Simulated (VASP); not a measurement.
# Si (a cell with a defect) in VASP: single point with PBE+D3(BJ)

Aim: the single point of Si (a cell with a defect) with PBE+D3(BJ).

Program: VASP 6.6.1. These are calculated values, not measurements. Logs are shortened: lines on timing, memory, paths and dates and some standing lists are left out, and cuts for length are marked.

**1. The cell of the first run**

The cell holds a defect, 17 atoms: a = 7.679 Å, b = 7.679 Å, c = 7.679 Å, α = 60.00°, β = 60.00°, γ = 60.00°.

**2. Single point, PBE+D3(BJ)**

Contents of INCAR:

```
PREC     = Accurate       # precision mode
ENCUT    = 520            # plane-wave cutoff, eV
EDIFF    = 1E-7           # SCF threshold, eV
ISMEAR   = 0              # smearing method
SIGMA    = 0.05           # smearing width, eV
LREAL    = Auto         
LASPH    = T              # aspherical terms in the spheres
NELM     = 60             # most SCF steps
ALGO     = Normal         # electronic algorithm
ISIF     = 2              # what is computed and relaxed
LWAVE    = F              # write WAVECAR
LCHARG   = F              # write CHGCAR
GGA      = PE             # functional
IVDW     = 12             # dispersion correction
NBANDS   = 48             # bands
```

Contents of KPOINTS:

```
regular mesh
0
Gamma
  2 2 2
```

Contents of POSCAR:

```
Si
1.0
    0.0000000000      5.4300000000      5.4300000000
    5.4300000000      0.0000000000      5.4300000000
    5.4300000000      5.4300000000      0.0000000000
Si
17
Direct
   -0.0198391344     -0.0193929098      0.0582779926
    0.1264418969      0.1268901473      0.1348767035
    0.0090933702      0.0095438306      0.5066688766
    0.1062393186      0.1066916206      0.6800291897
    0.0131062615      0.4981519337     -0.0097572744
    0.1264418969      0.6114441068      0.1348768877
    0.0090926335      0.4743458564      0.5066690608
    0.1501844383      0.6155083794      0.6184503683
    0.4977040516      0.0135546961     -0.0097576427
    0.6109972376      0.1268891344      0.1348773481
    0.4738934622      0.0095439227      0.5066693370
    0.6150569982      0.1506354512      0.6184501842
    0.4977043278      0.4981518416     -0.0097575506
    0.6439394107      0.6443874770      0.0669394107
    0.5178597606      0.5183111418      0.4451693370
    0.6150568140      0.6155087477      0.6184501842
    0.8120892265      0.8125418969      0.5624787293
```

Potentials or basis: VASP PAW PBE potentials, release 64 (Si).

Launch:

```
> cat potpaw_PBE.64/Si/POTCAR > POTCAR
> mpirun -np 1 vasp_std > vasp.out
```

OUTCAR:

```text
PREC = Accurate
   ENCUT = 520
   EDIFF = 1E-7
   ISMEAR = 0
   LREAL = Auto
   LASPH = T
   NELM = 60
   ISIF = 2
   GGA = PE
   IVDW = 12
 IVDW          = 12

 ion  position               nearest neighbor table
   1  0.980  0.981  0.058-   2 2.34   6 2.34  10 2.34   4 2.37
   2  0.126  0.127  0.135-   5 2.33   9 2.33   3 2.33   1 2.34
   3  0.009  0.010  0.507-   4 2.33   2 2.33  17 2.40   8 2.47  12 2.47
   4  0.106  0.107  0.680-   3 2.33  11 2.33   7 2.33   1 2.37
   5  0.013  0.498  0.990-   2 2.33   6 2.33   8 2.33  14 2.34
   6  0.126  0.611  0.135-   5 2.33  13 2.33   7 2.33   1 2.34
   7  0.009  0.474  0.507-   4 2.33   6 2.33  17 2.40   8 2.47  16 2.47
   8  0.150  0.616  0.618-  15 2.33   5 2.33  17 2.40   3 2.47   7 2.47
   9  0.498  0.014  0.990-   2 2.33  10 2.33  12 2.33  14 2.34
  10  0.611  0.127  0.135-   9 2.33  13 2.33  11 2.33   1 2.34
  11  0.474  0.010  0.507-   4 2.33  10 2.33  17 2.40  16 2.47  12 2.47
  12  0.615  0.151  0.618-  15 2.33   9 2.33  17 2.40  11 2.47   3 2.47
  13  0.498  0.498  0.990-   6 2.33  10 2.33  16 2.33  14 2.34
  14  0.644  0.644  0.067-   5 2.34   9 2.34  13 2.34  15 2.37
  15  0.518  0.518  0.445-   8 2.33  16 2.33  12 2.33  14 2.37
  16  0.615  0.616  0.618-  15 2.33  13 2.33  17 2.40  11 2.47   7 2.47
  17  0.812  0.813  0.562-  12 2.40  16 2.40   8 2.40  11 2.40   7 2.40   3 2.40

  LATTYP: Found a face centered cubic cell.
 ALAT       =    10.8600000000

  Lattice vectors:

 A1 = (   0.0000000000,   5.4300000000,   5.4300000000)
 A2 = (   5.4300000000,   0.0000000000,   5.4300000000)
 A3 = (   5.4300000000,   5.4300000000,   0.0000000000)

Analysis of symmetry for initial positions (statically):
=====================================================================
 Subroutine PRICEL returns:
 Original cell was already a primitive cell.

 Routine SETGRP: Setting up the symmetry group for a
 face centered cubic supercell.

 Subroutine GETGRP returns: Found  6 space group operations
 (whereof  1 operations were pure point group operations)
 out of a pool of 48 trial point group operations.

The static configuration has the point symmetry C_1 .
 The point group associated with its full space group is C_3v.

Analysis of symmetry for dynamics (positions and initial velocities):
=====================================================================
 Subroutine PRICEL returns:
 Original cell was already a primitive cell.

 Routine SETGRP: Setting up the symmetry group for a
 face centered cubic supercell.

 Subroutine GETGRP returns: Found  6 space group operations
 (whereof  1 operations were pure point group operations)
 out of a pool of 48 trial point group operations.

[... 118 lines left out ...]
   POTIM  = 0.5000    time-step for ionic-motion
   TEBEG  =    0.0;   TEEND  =   0.0 temperature during run
   PSTRESS=    0.0 pullay stress
   NELECT =      68.0000    total number of electrons
   NUPDOWN=      -1.0000    fix difference up-down
   EMIN   =  10.00;   EMAX   =-10.00  energy-range for DOS
   EFERMI =   0.00;   METHOD = LEGACY
   ISMEAR =     0;   SIGMA  =   0.05  broadening in eV -4-tet -1-fermi 0-gaus
   EFERMI_NEDOS =   21; number of points for ismear=-14 and -15
   IALGO  =     38    algorithm
   IMIX   =      4    mixing-type and parameters
     AMIX     =   0.40;   BMIX     =  1.00
     AMIX_MAG =   1.60;   BMIX_MAG =  1.00
  volume/ion in A,a.u.               =      18.84       127.11
  Fermi-wavevector in a.u.,A,eV,Ry     =   0.976715  1.845724 12.979587  0.953973
  Thomas-Fermi vector in A             =   2.107356
   LORBIT       =      0    0 simple, 1 ext, 2 COOP (PROOUT), +10 PAW based schemes
   GGA     = PE    functional components
   LHFCALC =     F    Hartree Fock is set to
   AEXX    =    0.0000 exact exchange contribution
   IVDW    =    12    specifies the selected vdW correction
   LEPSILON=     F    determine dielectric tensor
   LRPA    =     F    only Hartree local field effects (RPA)
 non-spin polarized calculation
 Gauss-broadening in eV      SIGMA  =   0.05
  energy-cutoff  :      520.00
  volume of cell :      320.21
 maximum number of plane-waves:      8646
 NGX is ok and might be reduce to    60
   NGX = 29   NGY = 29   NGZ = 29

 number of electron      68.0000000 magnetization

 Free energy of the ion-electron system (eV)
  ---------------------------------------------------
  ext. energy  EPLUGINS =         0.00000000
  ---------------------------------------------------
  free energy    TOTEN  =       -87.68475129 eV

  energy without entropy =      -87.67721062  energy(sigma->0) =      -87.68098095

 E-fermi :   6.7065     XC(G=0):  -9.6922

 val. band max:        6.6905527543   @ k =   0.0000   0.0000   0.5000
 cond. band min:       6.7411885574   @ k =   0.0000   0.0000   0.0000
 fundamental gap:      0.0506358031
 Fermi energy:         6.7064831983

 k-point     1 :       0.0000    0.0000    0.0000
  band No.  band energies     occupation
      1      -6.2153      2.00000
      2      -3.8814      2.00000
      3      -3.6325      2.00000
      4      -3.6325      2.00000
      5      -3.3792      2.00000
      6      -2.5263      2.00000
[... 185 lines left out ...]
     45      10.4139      0.00000
     46      10.4196      0.00000
 [bands above 46 left out]

------------------------ aborting loop because EDIFF is reached ----------------------------------------

 Edisp (eV)   -5.64830

 E8    (eV) :    -2.3370

  FORCE on cell =-STRESS in cart. coord.  units (eV):
  Direction    XX          YY          ZZ          XY          YZ          ZX
  --------------------------------------------------------------------------------------
  -------------------------------------------------------------------------------------
  Total       3.56018     3.56018     3.56018    -0.83582     0.83582     0.83582
  in kB      17.81366    17.81366    17.81366    -4.18210     4.18210     4.18210
  external pressure =       17.81 kB  Pullay stress =        0.00 kB

 VOLUME and BASIS-vectors are now :
 -----------------------------------------------------------------------------
  energy-cutoff  :      520.00
  volume of cell :      320.21
      direct lattice vectors                 reciprocal lattice vectors
     0.000000000  5.430000000  5.430000000    -0.092081031  0.092081031  0.092081031
     5.430000000  0.000000000  5.430000000     0.092081031 -0.092081031  0.092081031
     5.430000000  5.430000000  0.000000000     0.092081031  0.092081031 -0.092081031

 POSITION                                       TOTAL-FORCE (eV/Angst)
 -----------------------------------------------------------------------------------
      5.64115      5.63872     10.64697         0.000790      0.000790     -0.000790
      1.42139      1.41896      1.37559        -0.001076     -0.001076     -0.000431
      2.80304      2.80059      0.10120        -0.000317     -0.000317     -0.007150
      4.27189      4.26944      1.15621        -0.003580     -0.003580      0.003580
      8.08198      5.44818      2.77613         0.000829     -0.000434     -0.000829
      4.05252      1.41896      4.00672         0.000431     -0.001076      0.001076
[... 9 lines left out ...]
      6.70040      6.69794      6.68197        -0.000046     -0.000046      0.005501
      7.46636      7.46390      8.82175        -0.000338     -0.000338      0.000338
 -----------------------------------------------------------------------------------
    total drift:                                0.004361      0.019015     -0.000589

  FREE ENERGIE OF THE ION-ELECTRON SYSTEM (eV)
  ---------------------------------------------------
  free  energy   TOTEN  =       -93.3330533410 eV

  energy  without entropy=      -93.3255126730  energy(sigma->0) =      -93.32928301
```

Wall time 89 s (1 thread of AMD EPYC 9R45 (Zen 5), shared host); peak memory 0.4 GiB.

Results:

- Free energy: -93.3331 eV
- Pressure: 1.8 GPa
- Largest force: 0.007 eV/Å
- Band gap on the k mesh: 0.05 eV
- Dispersion energy per atom: -0.332 eV

Forces in eV/Å, atoms in the order of the input:
```
Si   0.001  0.001 -0.001
Si  -0.001 -0.001  0.000
Si   0.000  0.000 -0.007
Si  -0.004 -0.004  0.004
Si   0.001  0.000 -0.001
Si   0.000 -0.001  0.001
Si   0.007  0.000  0.000
Si   0.000 -0.006  0.000
Si   0.000  0.001 -0.001
Si  -0.001  0.000  0.001
Si   0.000  0.007  0.000
Si  -0.006  0.000  0.000
Si   0.001  0.001  0.000
Si   0.000  0.000  0.000
Si   0.003  0.003 -0.003
Si   0.000  0.000  0.006
Si   0.000  0.000  0.000
```

Caveat: the k points lie up to 0.50 Å⁻¹ apart; semilocal functionals underestimate gaps, and a narrow one can read as zero.
